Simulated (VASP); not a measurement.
# InAgTe2 (I-42d) in VASP: a series of runs

Runs on InAgTe2. Level: r2SCAN. Tasks: single point.

Everything below comes from runs of VASP 6.6.1. Logs are shortened: lines on timing, memory, paths and dates and some standing lists are left out, and cuts for length are marked.

### Step 1. The cell of the first run

Symmetry: I-42d, No. 122, tetragonal system. Conventional cell: a = 6.579 Å, b = 6.579 Å, c = 12.979 Å, α = 90.00°, β = 90.00°, γ = 90.00°. Ag (site symmetry -4) has 4 Te at 2.82 Å within 3.7 Å. Te (site symmetry 2) has 2 Ag at 2.82 Å and 2 In at 2.85 Å within 3.7 Å. In (site symmetry -4) has 4 Te at 2.85 Å within 3.8 Å.

### Step 2. Single point, r2SCAN (35.11 Å³/atom)

Contents of POSCAR:

```
InAgTe2
1.0
   -3.2894646779      3.2894646779      6.4893302168
    3.2894646779     -3.2894646779      6.4893302168
    3.2894646779      3.2894646779     -6.4893302168
Ag Te In
2 4 2
Direct
    0.0000000000      0.0000000000      0.0000000000
    0.7500000000      0.2500000000      0.5000000000
    0.3750000000      0.3719465341      0.4969465341
    0.1219465341      0.6250000000     -0.0030534659
    0.8750000000      0.8780534659      0.5030534659
    0.6280534659      0.1250000000      0.0030534659
    0.5000000000      0.5000000000      0.0000000000
    0.2500000000      0.7500000000      0.5000000000
```

Contents of INCAR.step1:

```
  PREC = Accurate
  ENCUT = 550
  ISMEAR = -1
  SIGMA = 0.02
  LREAL = F
  LASPH = T
  NELM = 120
  NBANDS = 46
  GGA = PE
  ALGO = Normal
  EDIFF = 1E-5
  LWAVE = T
  LCHARG = F
  GGA_COMPAT = F
```

Contents of INCAR.step2:

```
  PREC = Accurate
  ENCUT = 550
  EDIFF = 1E-6
  ISMEAR = -1
  SIGMA = 0.02
  LREAL = F
  LASPH = T
  NELM = 120
  ALGO = Normal
  ISIF = 2
  LWAVE = F
  LCHARG = F
  METAGGA = R2SCAN
  LMIXTAU = T
  NBANDS = 46
  ISTART = 1
  GGA_COMPAT = F
```

Contents of KPOINTS:

```
regular mesh
0
Gamma
  4 4 4
```

Potentials or basis: VASP PAW PBE potentials, release 64 (Ag, Te, In_d).

Run with:

```
> cat potpaw_PBE.64/Ag/POTCAR potpaw_PBE.64/Te/POTCAR potpaw_PBE.64/In_d/POTCAR > POTCAR
> cp INCAR.step1 INCAR
> mpirun -np 1 vasp_std > vasp.out
> cp INCAR.step2 INCAR
> mpirun -np 1 vasp_std > vasp.out
```

OUTCAR:

```text
PREC = Accurate
   ENCUT = 550
   EDIFF = 1E-6
   ISMEAR = -1
   LREAL = F
   LASPH = T
   NELM = 120
   ISIF = 2
   METAGGA = R2SCAN
   ISTART = 1

 ion  position               nearest neighbor table
   1  0.000  0.000  0.000-   3 2.82   4 2.82   5 2.82   6 2.82
   2  0.750  0.250  0.500-   3 2.82   4 2.82   5 2.82   6 2.82
   3  0.375  0.372  0.497-   1 2.82   2 2.82   7 2.85   8 2.85
   4  0.122  0.625  0.997-   1 2.82   2 2.82   8 2.85   7 2.85
   5  0.875  0.878  0.503-   1 2.82   2 2.82   8 2.85   7 2.85
   6  0.628  0.125  0.003-   1 2.82   2 2.82   7 2.85   8 2.85
   7  0.500  0.500  0.000-   5 2.85   4 2.85   6 2.85   3 2.85
   8  0.250  0.750  0.500-   6 2.85   3 2.85   5 2.85   4 2.85

  LATTYP: Found a body centered tetragonal cell.
 ALAT       =     6.5789293558
 C/A-ratio  =     1.9727617872

  Lattice vectors:

 A1 = (  -3.2894646779,   3.2894646779,   6.4893302168)
 A2 = (   3.2894646779,  -3.2894646779,   6.4893302168)
 A3 = (   3.2894646779,   3.2894646779,  -6.4893302168)

Analysis of symmetry for initial positions (statically):
=====================================================================
 Subroutine PRICEL returns:
 Original cell was already a primitive cell.

 Routine SETGRP: Setting up the symmetry group for a
 body centered tetragonal supercell.

 Subroutine GETGRP returns: Found  8 space group operations
 (whereof  4 operations were pure point group operations)
 out of a pool of 16 trial point group operations.

The static configuration has the point symmetry S_4 .
 The point group associated with its full space group is D_2d.

Analysis of symmetry for dynamics (positions and initial velocities):
=====================================================================
 Subroutine PRICEL returns:
 Original cell was already a primitive cell.

 Routine SETGRP: Setting up the symmetry group for a
 body centered tetragonal supercell.

 Subroutine GETGRP returns: Found  8 space group operations
 (whereof  4 operations were pure point group operations)
 out of a pool of 16 trial point group operations.

The dynamic configuration has the point symmetry S_4 .
 The point group associated with its full space group is D_2d.

 Subroutine INISYM returns: Found  8 space group operations
 (whereof  4 operations are pure point group operations),
 and found     1 'primitive' translations

----------------------------------------------------------------------------------------

                                     Primitive cell

  volume of cell :     280.8732

  direct lattice vectors                    reciprocal lattice vectors
    -3.289464678  3.289464678  6.489330217     0.000000000  0.152000416  0.077049554
     3.289464678 -3.289464678  6.489330217     0.152000416  0.000000000  0.077049554
     3.289464678  3.289464678 -6.489330217     0.152000416  0.152000416  0.000000000

  length of vectors
     7.984520173  7.984520173  7.984520173     0.170413498  0.170413498  0.214961050

  position of ions in fractional coordinates (direct lattice)
     0.000000000  0.000000000  0.000000000
     0.750000000  0.250000000  0.500000000
     0.375000000  0.371946534  0.496946534
     0.121946534  0.625000000  0.996946534
     0.875000000  0.878053466  0.503053466
     0.628053466  0.125000000  0.003053466
     0.500000000  0.500000000  0.000000000
     0.250000000  0.750000000  0.500000000

  ion indices of the primitive-cell ions
   primitive index   ion index
                 1           1
                 2           2
                 3           3
                 4           4
                 5           5
                 6           6
                 7           7
                 8           8

----------------------------------------------------------------------------------------

 KPOINTS: regular mesh

Automatic generation of k-mesh.
 Grid dimensions read from file:
 generate k-points for:    4    4    4

 Generating k-lattice:

  Cartesian coordinates                     Fractional coordinates (reciprocal lattice)
     0.000000000  0.038000104  0.019262389     0.250000000  0.000000000  0.000000000
     0.038000104  0.000000000  0.019262389     0.000000000  0.250000000  0.000000000
     0.038000104  0.038000104  0.000000000     0.000000000  0.000000000  0.250000000

  Length of vectors
     0.042603375  0.042603375  0.053740263

  Shift w.r.t. Gamma in fractional coordinates (k-lattice)
     0.000000000  0.000000000  0.000000000

 Subroutine IBZKPT returns following result:
 ===========================================

 Found     13 irreducible k-points:

 Following reciprocal coordinates:
            Coordinates               Weight
  0.000000  0.000000  0.000000      1.000000
  0.250000 -0.000000  0.000000      8.000000
  0.500000 -0.000000  0.000000      4.000000
  0.250000  0.250000  0.000000      8.000000
  0.500000  0.250000  0.000000     16.000000
 -0.250000  0.250000  0.000000      4.000000
  0.500000  0.500000  0.000000      2.000000
  0.250000  0.250000  0.250000      2.000000
 -0.250000  0.250000  0.250000      4.000000
  0.500000  0.500000  0.250000      4.000000
 -0.250000  0.500000  0.250000      8.000000
 -0.250000 -0.250000  0.250000      2.000000
  0.500000  0.500000  0.500000      1.000000
   k-points           NKPTS =     13   k-points in BZ     NKDIM =     13   number of bands    NBANDS=     46
   number of dos      NEDOS =    301   number of ions     NIONS =      8
   total plane-waves  NPLWV = 262144
   dimension x,y,z NGX =    64 NGY =   64 NGZ =   64
   dimension x,y,z NGXF=   128 NGYF=  128 NGZF=  128
   ions per type =               2   4   2
   NGX,Y,Z   is equivalent  to a cutoff of  13.33, 13.33, 13.33 a.u.
   NGXF,Y,Z  is equivalent  to a cutoff of  26.65, 26.65, 26.65 a.u.
 SYSTEM =  unknown system
   PREC   = accura    normal or accurate (medium, high low for compatibility)
   ISTART =      1    job   : 0-new  1-cont  2-samecut
   ICHARG =      0    charge: 1-file 2-atom 10-const
   ISPIN  =      1    spin polarized calculation?
   LNONCOLLINEAR =      F non collinear calculations
   LSORBIT =      F    spin-orbit coupling
   LASPH  =      T    aspherical Exc in radial PAW
   ENCUT  =  550.0 eV  40.42 Ry    6.36 a.u.  15.27 15.27 15.27*2*pi/ulx,y,z
   NELM   =    120;   NELMIN=  2; NELMDL=  0     # of ELM steps
   EDIFF  = 0.1E-05   stopping-criterion for ELM
   LREAL  =      F    real-space projection
   EDIFFG = 0.1E-04   stopping-criterion for IOM
   NSW    =      0    number of steps for IOM
   IBRION =     -1    ionic relax: 0-MD 1-quasi-New 2-CG
   NFREE  =      0    steps in history (QN), initial steepest desc. (CG)
   ISIF   =      2    stress and relaxation
   ISYM   =      2    0-nonsym 1-usesym 2-fastsym
   POTIM  = 0.5000    time-step for ionic-motion
   TEBEG  =    0.0;   TEEND  =   0.0 temperature during run
   PSTRESS=    0.0 pullay stress
   NELECT =      72.0000    total number of electrons
   NUPDOWN=      -1.0000    fix difference up-down
   EMIN   =  10.00;   EMAX   =-10.00  energy-range for DOS
   EFERMI =   0.00;   METHOD = LEGACY
   ISMEAR =    -1;   SIGMA  =   0.02  broadening in eV -4-tet -1-fermi 0-gaus
   EFERMI_NEDOS =   21; number of points for ismear=-14 and -15
   IALGO  =     38    algorithm
   IMIX   =      4    mixing-type and parameters
     AMIX     =   0.40;   BMIX     =  1.00
     AMIX_MAG =   1.60;   BMIX_MAG =  1.00
  volume/ion in A,a.u.               =      35.11       236.93
  Fermi-wavevector in a.u.,A,eV,Ry     =   1.039957  1.965235 14.714856  1.081511
  Thomas-Fermi vector in A             =   2.174511
   LORBIT       =      0    0 simple, 1 ext, 2 COOP (PROOUT), +10 PAW based schemes
   METAGGA = R2SCAN    functional components
   LHFCALC =     F    Hartree Fock is set to
   AEXX    =    0.0000 exact exchange contribution
   IVDW    =     0    specifies the selected vdW correction
   LEPSILON=     F    determine dielectric tensor
   LRPA    =     F    only Hartree local field effects (RPA)
 non-spin polarized calculation
  energy-cutoff  :      550.00
  volume of cell :      280.87
 maximum number of plane-waves:      8273
 NGX is ok and might be reduce to    64
   NGX = 31   NGY = 31   NGZ = 31

 number of electron      72.0000004 magnetization

 Free energy of the ion-electron system (eV)
  ---------------------------------------------------
  ext. energy  EPLUGINS =         0.00000000
  ---------------------------------------------------
  free energy    TOTEN  =      -192.50200920 eV

  energy without entropy =     -192.50200901  energy(sigma->0) =     -192.50200911

 E-fermi :   3.9733     XC(G=0):  -8.9915

 val. band max:        3.7465118062   @ k =   0.0000   0.0000   0.0000
 cond. band min:       4.1996291604   @ k =   0.0000   0.0000   0.0000
 fundamental gap:      0.4531173542
 Fermi energy:         3.9733205346

 k-point     1 :       0.0000    0.0000    0.0000
  band No.  band energies     occupation
      1     -11.4855      2.00000
      2     -11.4816      2.00000
      3     -11.4816      2.00000
      4     -11.4233      2.00000
      5     -11.4086      2.00000
      6     -11.4086      2.00000
[... 38 lines left out ...]
     45       8.4389      0.00000
     46       8.4389      0.00000

 k-point     2 :       0.2500   -0.0000    0.0000
  band No.  band energies     occupation
      1     -11.4855      2.00000
      2     -11.4825      2.00000
      3     -11.4763      2.00000
      4     -11.4253      2.00000
      5     -11.4148      2.00000
      6     -11.4072      2.00000
[... 38 lines left out ...]
     45       8.5321      0.00000
     46       8.8657      0.00000

 k-point     3 :       0.5000   -0.0000    0.0000
  band No.  band energies     occupation
      1     -11.4851      2.00000
      2     -11.4846      2.00000
      3     -11.4684      2.00000
      4     -11.4306      2.00000
      5     -11.4196      2.00000
      6     -11.4060      2.00000
[... 479 lines left out ...]
     45       8.7050      0.00000
     46       8.7050      0.00000

 k-point    13 :       0.5000    0.5000    0.5000
  band No.  band energies     occupation
      1     -11.4858      2.00000
      2     -11.4858      2.00000
      3     -11.4557      2.00000
      4     -11.4557      2.00000
      5     -11.4035      2.00000
      6     -11.4035      2.00000
[... 38 lines left out ...]
     45       9.7467      0.00000
     46       9.7467      0.00000

------------------------ aborting loop because EDIFF is reached ----------------------------------------

  FORCE on cell =-STRESS in cart. coord.  units (eV):
  Direction    XX          YY          ZZ          XY          YZ          ZX
  --------------------------------------------------------------------------------------
  -------------------------------------------------------------------------------------
  Total       -2.1335304     -2.1335304     -2.1590166      0.0000000      0.0000000     -0.0000000
  in kB      -12.1702389    -12.1702389    -12.3156192      0.0000000      0.0000000     -0.0000000
  external PRESSURE =     -12.2186990 kB  Pullay stress =       0.0000000 kB

 VOLUME and BASIS-vectors are now :
 -----------------------------------------------------------------------------
  energy-cutoff  :      550.00
  volume of cell :      280.87
      direct lattice vectors                 reciprocal lattice vectors
    -3.289464678  3.289464678  6.489330217     0.000000000  0.152000416  0.077049554
     3.289464678 -3.289464678  6.489330217     0.152000416  0.000000000  0.077049554
     3.289464678  3.289464678 -6.489330217     0.152000416  0.152000416  0.000000000

 POSITION                                       TOTAL-FORCE (eV/Angst)
 -----------------------------------------------------------------------------------
      0.00000      0.00000      0.00000         0.000000     -0.000000      0.000000
      0.00000      3.28946      3.24467         0.000000     -0.000000      0.000000
      1.62464      1.64473      1.62233         0.036217     -0.000000     -0.000000
      4.93420      1.62464     -1.62233         0.000000      0.036217     -0.000000
      1.66482      1.64473      8.11166        -0.036217     -0.000000      0.000000
     -1.64473      1.66482      4.86700         0.000000     -0.036217      0.000000
      0.00000      0.00000      6.48933         0.000000     -0.000000     -0.000000
      3.28946      0.00000      3.24467         0.000000     -0.000000     -0.000000
 -----------------------------------------------------------------------------------
    total drift:                               -0.000001     -0.000001     -0.000002

  FREE ENERGIE OF THE ION-ELECTRON SYSTEM (eV)
  ---------------------------------------------------
  free  energy   TOTEN  =      -192.5020092000 eV

  energy  without entropy=     -192.5020090114  energy(sigma->0) =     -192.50200911
```

It took 14 min on 1 thread of AMD EPYC 9R45 (Zen 5), shared host; peak memory 0.69 GiB.

What came out:

```yaml
Free_energy: -192.5020 eV
Pressure: -1.2 GPa
Largest_force: 0.036 eV/Å
Band_gap_on_the_k_mesh: 0.45 eV
```

Forces on the atoms (eV/Å):
```
Ag   0.000  0.000  0.000
Ag   0.000  0.000  0.000
Te   0.036  0.000  0.000
Te   0.000  0.036  0.000
Te  -0.036  0.000  0.000
Te   0.000 -0.036  0.000
In   0.000  0.000  0.000
In   0.000  0.000  0.000
```

Levels at points of the mesh, in eV from the valence-band top:
| k point | band 33 | band 34 | band 35 | band 36 | band 37 | band 38 | band 39 | band 40 |
| --- | --- | --- | --- | --- | --- | --- | --- | --- |
| (0.00, 0.00, 0.00) | -1.81 | -0.09 | -0.09 | 0.00 | 0.45 | 2.18 | 2.43 | 3.83 |
| (0.50, 0.00, 0.00) | -1.56 | -1.17 | -1.15 | -0.55 | 1.96 | 2.34 | 3.28 | 3.88 |
| (0.50, 0.50, 0.00) | -0.86 | -0.86 | -0.49 | -0.49 | 1.23 | 1.23 | 3.25 | 3.25 |
| (0.50, 0.50, 0.50) | -1.23 | -1.23 | -0.90 | -0.90 | 1.78 | 1.78 | 2.43 | 2.43 |

Caveat: semilocal functionals underestimate gaps, and a narrow one can read as zero; the PAW data sets were made with another functional, which shifts forces and pressure a little; spin-orbit coupling is left out, which moves the levels of the heavy elements.

(Continued in part 2 of 2.)
